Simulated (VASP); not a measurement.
# Ba2SiGe in VASP: further runs

Ba2SiGe is run at these levels: PBE; tasks: single point.

Everything below comes from runs of VASP 6.6.1. Logs are shortened: lines on timing, memory, paths and dates and some standing lists are left out, and cuts for length are marked.

### Step 1. The cell of the first run

The cell holds a sheet with vacuum, 4 atoms: a = 4.505 Å, b = 4.505 Å, c = 31.112 Å, α = 90.00°, β = 90.00°, γ = 90.00°.

### Step 2. Single point, PBE

Input file INCAR:

```
SYSTEM = Ba2SiGe
PREC = Accurate ; ENCUT = 520
EDIFF = 1E-7 ; ISMEAR = 0
SIGMA = 0.1 ; LREAL = .False.
LASPH = .True. ; NELM = 100
ALGO = Normal ; ISIF = 2
LWAVE = .False. ; LCHARG = .True.
LDIPOL = .True. ; IDIPOL = 3
DIPOL = 0.5 0.5 0.290 ; GGA = PE
LELF = .True. ; LVHAR = .True.
LVACPOTAV = .True. ; NBANDS = 27
```

Input file KPOINTS:

```
Automatic mesh
0
Gamma
  4 4 1
  0 0 0
```

Input file POSCAR:

```
Ba2SiGe
1.0
    4.5053075390      0.0000000000      0.0000000000
    0.0000000000      4.5053075390      0.0000000000
    0.0000000000      0.0000000000     31.1124395200
Ba Si Ge
2 1 1
Direct
    0.0000000000      0.5000000000      0.2265557897
    0.5000000000      0.0000000000      0.3536261996
    0.0000000000      0.5000000000      0.3301577263
    0.5000000000      0.0000000000      0.2502250154
```

Potentials or basis: VASP PAW PBE potentials, release 64 (Ba_sv, Si, Ge_d).

Launch:

```console
$ cat potpaw_PBE.64/Ba_sv/POTCAR potpaw_PBE.64/Si/POTCAR potpaw_PBE.64/Ge_d/POTCAR > POTCAR
$ mpirun -np 1 vasp_std > vasp.out
```

OUTCAR:

```text
SYSTEM = Ba2SiGe
   PREC = Accurate
   ENCUT = 520
   EDIFF = 1E-7
   ISMEAR = 0
   LREAL = .False.
   LASPH = .True.
   NELM = 100
   ISIF = 2
   GGA = PE

 ion  position               nearest neighbor table
   1  0.000  0.500  0.227-   3 3.22   4 3.27   4 3.27   4 3.27   4 3.27
   2  0.500  0.000  0.354-   4 3.22   3 3.27   3 3.27   3 3.27   3 3.27
   3  0.000  0.500  0.330-   1 3.22   2 3.27   2 3.27   2 3.27   2 3.27
   4  0.500  0.000  0.250-   2 3.22   1 3.27   1 3.27   1 3.27   1 3.27

  LATTYP: Found a simple tetragonal cell.
 ALAT       =     4.5053075390
 C/A-ratio  =     6.9057304636

  Lattice vectors:

 A1 = (   4.5053075390,   0.0000000000,   0.0000000000)
 A2 = (   0.0000000000,   4.5053075390,   0.0000000000)
 A3 = (   0.0000000000,   0.0000000000,  31.1124395200)

Analysis of symmetry for initial positions (statically):
=====================================================================
 Subroutine PRICEL returns:
 Original cell was already a primitive cell.

 Routine SETGRP: Setting up the symmetry group for a
 simple tetragonal supercell.

 Subroutine GETGRP returns: Found  8 space group operations
 (whereof  4 operations were pure point group operations)
 out of a pool of 16 trial point group operations.

The static configuration has the point symmetry C_2v.
 The point group associated with its full space group is C_4v.

Analysis of symmetry for dynamics (positions and initial velocities):
=====================================================================
 Subroutine PRICEL returns:
 Original cell was already a primitive cell.

 Routine SETGRP: Setting up the symmetry group for a
 simple tetragonal supercell.

 Subroutine GETGRP returns: Found  8 space group operations
 (whereof  4 operations were pure point group operations)
 out of a pool of 16 trial point group operations.

The dynamic configuration has the point symmetry C_2v.
 The point group associated with its full space group is C_4v.

 Subroutine INISYM returns: Found  8 space group operations
 (whereof  4 operations are pure point group operations),
 and found     1 'primitive' translations

----------------------------------------------------------------------------------------

                                     Primitive cell

  volume of cell :     631.5140

  direct lattice vectors                    reciprocal lattice vectors
     4.505307539  0.000000000  0.000000000     0.221960430  0.000000000  0.000000000
     0.000000000  4.505307539  0.000000000     0.000000000  0.221960430  0.000000000
     0.000000000  0.000000000 31.112439520     0.000000000  0.000000000  0.032141485

  length of vectors
     4.505307539  4.505307539 31.112439520     0.221960430  0.221960430  0.032141485

  position of ions in fractional coordinates (direct lattice)
     0.000000000  0.500000000  0.226555790
     0.500000000  0.000000000  0.353626200
     0.000000000  0.500000000  0.330157726
     0.500000000  0.000000000  0.250225015

  ion indices of the primitive-cell ions
   primitive index   ion index
                 1           1
                 2           2
                 3           3
                 4           4

----------------------------------------------------------------------------------------

 KPOINTS: Automatic mesh

Automatic generation of k-mesh.
 Grid dimensions read from file:
 generate k-points for:    4    4    1

 Generating k-lattice:

  Cartesian coordinates                     Fractional coordinates (reciprocal lattice)
     0.055490108  0.000000000  0.000000000     0.250000000  0.000000000  0.000000000
     0.000000000  0.055490108  0.000000000     0.000000000  0.250000000  0.000000000
     0.000000000  0.000000000  0.032141485     0.000000000  0.000000000  1.000000000

  Length of vectors
     0.055490108  0.055490108  0.032141485

  Shift w.r.t. Gamma in fractional coordinates (k-lattice)
     0.000000000  0.000000000  0.000000000

 Subroutine IBZKPT returns following result:
 ===========================================

 Found      6 irreducible k-points:

 Following reciprocal coordinates:
            Coordinates               Weight
  0.000000  0.000000  0.000000      1.000000
  0.250000  0.000000  0.000000      4.000000
  0.500000  0.000000  0.000000      2.000000
  0.250000  0.250000  0.000000      4.000000
  0.500000  0.250000  0.000000      4.000000
  0.500000  0.500000  0.000000      1.000000
   k-points           NKPTS =      6   k-points in BZ     NKDIM =      6   number of bands    NBANDS=     27
   number of dos      NEDOS =    301   number of ions     NIONS =      4
   total plane-waves  NPLWV = 311040
   dimension x,y,z NGX =    36 NGY =   36 NGZ =  240
   dimension x,y,z NGXF=    72 NGYF=   72 NGZF=  480
   ions per type =               2   1   1
   NGX,Y,Z   is equivalent  to a cutoff of  13.28, 13.28, 12.82 a.u.
   NGXF,Y,Z  is equivalent  to a cutoff of  26.57, 26.57, 25.65 a.u.
 SYSTEM =  Ba2SiGe
   PREC   = accura    normal or accurate (medium, high low for compatibility)
   ISTART =      0    job   : 0-new  1-cont  2-samecut
   ICHARG =      2    charge: 1-file 2-atom 10-const
   ISPIN  =      1    spin polarized calculation?
   LNONCOLLINEAR =      F non collinear calculations
   LSORBIT =      F    spin-orbit coupling
   LASPH  =      T    aspherical Exc in radial PAW
   ENCUT  =  520.0 eV  38.22 Ry    6.18 a.u.   8.38  8.38 57.85*2*pi/ulx,y,z
   NELM   =    100;   NELMIN=  2; NELMDL= -5     # of ELM steps
   EDIFF  = 0.1E-06   stopping-criterion for ELM
   LREAL  =      F    real-space projection
   EDIFFG = 0.1E-05   stopping-criterion for IOM
   NSW    =      0    number of steps for IOM
   IBRION =     -1    ionic relax: 0-MD 1-quasi-New 2-CG
   NFREE  =      0    steps in history (QN), initial steepest desc. (CG)
   ISIF   =      2    stress and relaxation
   ISYM   =      2    0-nonsym 1-usesym 2-fastsym
   POTIM  = 0.5000    time-step for ionic-motion
   TEBEG  =    0.0;   TEEND  =   0.0 temperature during run
   PSTRESS=    0.0 pullay stress
   NELECT =      38.0000    total number of electrons
   NUPDOWN=      -1.0000    fix difference up-down
   EMIN   =  10.00;   EMAX   =-10.00  energy-range for DOS
   EFERMI =   0.00;   METHOD = LEGACY
   ISMEAR =     0;   SIGMA  =   0.10  broadening in eV -4-tet -1-fermi 0-gaus
   EFERMI_NEDOS =   21; number of points for ismear=-14 and -15
   IALGO  =     38    algorithm
   IMIX   =      4    mixing-type and parameters
     AMIX     =   0.40;   BMIX     =  1.00
     AMIX_MAG =   1.60;   BMIX_MAG =  1.00
  volume/ion in A,a.u.               =     157.88      1065.42
  Fermi-wavevector in a.u.,A,eV,Ry     =   0.641517  1.212292  5.599402  0.411544
  Thomas-Fermi vector in A             =   1.707883
   LORBIT       =      0    0 simple, 1 ext, 2 COOP (PROOUT), +10 PAW based schemes
   GGA     = PE    functional components
   LHFCALC =     F    Hartree Fock is set to
   AEXX    =    0.0000 exact exchange contribution
   IVDW    =     0    specifies the selected vdW correction
   LEPSILON=     F    determine dielectric tensor
   LRPA    =     F    only Hartree local field effects (RPA)
 non-spin polarized calculation
 Gauss-broadening in eV      SIGMA  =   0.10
  energy-cutoff  :      520.00
  volume of cell :      631.51
 maximum number of plane-waves:     17055
 NGX is ok and might be reduce to    36
   NGX = 17   NGY = 17   NGZ =115

 dipolmoment           0.000000      0.000000      0.002695 electrons x Angstroem

 number of electron      37.9999998 magnetization

 dipolmoment           0.000000      0.000000     -0.005380 electrons x Angstroem

 Free energy of the ion-electron system (eV)
  ---------------------------------------------------
  ext. energy  EPLUGINS =         0.00000000
  ---------------------------------------------------
  free energy    TOTEN  =       -12.51283644 eV

  energy without entropy =      -12.48032585  energy(sigma->0) =      -12.49658114

 E-fermi :  -1.2677     XC(G=0):  -2.4356

 val. band max:       -1.3220620695   @ k =   0.2500   0.0000   0.0000
 cond. band min:      -1.1543186708   @ k =   0.2500   0.2500   0.0000
 fundamental gap:      0.1677433987
 Fermi energy:        -1.2677113345

 k-point     1 :       0.0000    0.0000    0.0000
  band No.  band energies     occupation
      1     -29.0093      2.00000
      2     -28.9496      2.00000
      3     -25.2014      2.00000
      4     -25.1917      2.00000
      5     -25.1730      2.00000
      6     -25.1722      2.00000
[... 19 lines left out ...]
     26       1.1311      0.00000
     27       1.4731      0.00000

 k-point     2 :       0.2500    0.0000    0.0000
  band No.  band energies     occupation
      1     -29.0016      2.00000
      2     -28.9424      2.00000
      3     -25.2020      2.00000
      4     -25.1912      2.00000
      5     -25.1735      2.00000
      6     -25.1722      2.00000
[... 19 lines left out ...]
     26       1.5782      0.00000
     27       1.8012      0.00000

 k-point     3 :       0.5000    0.0000    0.0000
  band No.  band energies     occupation
      1     -28.9938      2.00000
      2     -28.9352      2.00000
      3     -25.2026      2.00000
      4     -25.1907      2.00000
      5     -25.1737      2.00000
      6     -25.1721      2.00000
[... 19 lines left out ...]
     26       2.6062      0.00000
     27       2.6467      0.00000

 k-point     4 :       0.2500    0.2500    0.0000
  band No.  band energies     occupation
      1     -28.9946      2.00000
      2     -28.9354      2.00000
      3     -25.2013      2.00000
      4     -25.1906      2.00000
      5     -25.1734      2.00000
      6     -25.1724      2.00000
[... 19 lines left out ...]
     26       1.9814      0.00000
     27       2.2314      0.00000

 k-point     5 :       0.5000    0.2500    0.0000
  band No.  band energies     occupation
      1     -28.9877      2.00000
      2     -28.9284      2.00000
      3     -25.2006      2.00000
      4     -25.1901      2.00000
      5     -25.1734      2.00000
      6     -25.1723      2.00000
[... 19 lines left out ...]
     26       2.1870      0.00000
     27       2.2046      0.00000

 k-point     6 :       0.5000    0.5000    0.0000
  band No.  band energies     occupation
      1     -28.9815      2.00000
      2     -28.9216      2.00000
      3     -25.1987      2.00000
      4     -25.1896      2.00000
      5     -25.1731      2.00000
      6     -25.1726      2.00000
[... 19 lines left out ...]
     26       2.4217      0.00000
     27       2.4268      0.00000

------------------------ aborting loop because EDIFF is reached ----------------------------------------

 vacuum level on the upper side and lower side of the slab       (xc-potential included)        -0.114        -0.071

  FORCE on cell =-STRESS in cart. coord.  units (eV):
  Direction    XX          YY          ZZ          XY          YZ          ZX
  --------------------------------------------------------------------------------------
  -------------------------------------------------------------------------------------
  Total        0.3475477      0.3475477      0.3401835      0.0000000      0.0000000      0.0000000
  in kB        0.8817432      0.8817432      0.8630598      0.0000000      0.0000000      0.0000000
  external PRESSURE =       0.8755154 kB  Pullay stress =       0.0000000 kB

 VOLUME and BASIS-vectors are now :
 -----------------------------------------------------------------------------
  energy-cutoff  :      520.00
  volume of cell :      631.51
      direct lattice vectors                 reciprocal lattice vectors
     4.505307539  0.000000000  0.000000000     0.221960430  0.000000000  0.000000000
     0.000000000  4.505307539  0.000000000     0.000000000  0.221960430  0.000000000
     0.000000000  0.000000000 31.112439520     0.000000000  0.000000000  0.032141485

 POSITION                                       TOTAL-FORCE (eV/Angst)
 -----------------------------------------------------------------------------------
      0.00000      2.25265      7.04870         0.000000      0.000000     -0.060954
      2.25265      0.00000     11.00217         0.000000      0.000000      0.069446
      0.00000      2.25265     10.27201         0.000000      0.000000      0.034102
      2.25265      0.00000      7.78511         0.000000      0.000000     -0.042593
 -----------------------------------------------------------------------------------
    total drift:                                0.000000     -0.000000     -0.000772

  FREE ENERGIE OF THE ION-ELECTRON SYSTEM (eV)
  ---------------------------------------------------
  free  energy   TOTEN  =       -12.5128364375 eV

  energy  without entropy=      -12.4803258515  energy(sigma->0) =      -12.49658114

 vacuum level on the upper side and lower side of the slab         1.126         1.174
```

Wall time 2.5 min (1 thread of Intel Xeon 6975P-C (Granite Rapids), shared host); peak memory 0.69 GiB.

What came out:

```
Free energy                     : -12.5128 eV
Largest force                   : 0.069 eV/Å
Band gap on the k mesh          : zero (bands 19 and 20 overlap by 0.58 eV)
Work function of the upper face : 2.39 eV
Work function of the lower face : 2.44 eV
```

Forces on the atoms (eV/Å):
```
Ba   0.000  0.000 -0.061
Ba   0.000  0.000  0.069
Si   0.000  0.000  0.034
Ge   0.000  0.000 -0.043
```

Caveat: spin-orbit coupling is left out, which moves the levels of the heavy elements.

### Step 3. Single point, PBE

Input file INCAR:

```
SYSTEM = Ba2SiGe
PREC = Accurate
ENCUT = 520
EDIFF = 1E-6
ISMEAR = 0
SIGMA = 0.1
LREAL = .FALSE.
LASPH = .TRUE.
NELM = 80
ALGO = Normal
ISIF = 2
LWAVE = .FALSE.
LCHARG = .FALSE.
LDIPOL = .TRUE.
IDIPOL = 3
DIPOL = 0.5 0.5 0.290
GGA = PE
NBANDS = 27
```

Input file KPOINTS:

```
regular mesh
0
G
  10 10 1
  0 0 0
```

POSCAR is that of step 2.

Potentials or basis: VASP PAW PBE potentials, release 64 (Ba_sv, Si, Ge_d).

Launch:

```console
$ cat potpaw_PBE.64/Ba_sv/POTCAR potpaw_PBE.64/Si/POTCAR potpaw_PBE.64/Ge_d/POTCAR > POTCAR
$ mpirun -np 1 vasp_std > vasp.out
```

Wall time 6 min (1 thread of Intel Xeon 6975P-C (Granite Rapids), shared host); peak memory 0.88 GiB.

Results (log left out):

- Free energy: -12.5366 eV
- Largest force: 0.184 eV/Å
- Band gap on the k mesh: zero (bands 19 and 20 overlap by 0.73 eV)

Forces on the atoms (eV/Å):
```
Ba   0.000  0.000 -0.022
Ba   0.000  0.000  0.043
Si   0.000  0.000 -0.184
Ge   0.000  0.000  0.162
```

Levels at points of the mesh, in eV from the Fermi level:
```
           k point  band 15  band 16  band 17  band 18  band 19  band 20  band 21  band 22  band 23  band 24
(0.00, 0.00, 0.00)    -6.53    -1.22    -0.32     0.31     0.31     0.86     0.92     1.36     1.68     1.68
(0.50, 0.00, 0.00)    -5.83    -1.73    -1.71    -0.33    -0.32    -0.29    -0.29     2.12     2.16     2.82
(0.50, 0.50, 0.00)    -6.29    -1.14    -1.14    -0.20    -0.19     0.88     0.88     2.30     2.30     2.52
```

Caveat: spin-orbit coupling is left out, which moves the levels of the heavy elements.

The gap in the log of VASP goes by the Fermi energy; the results here count the filled bands.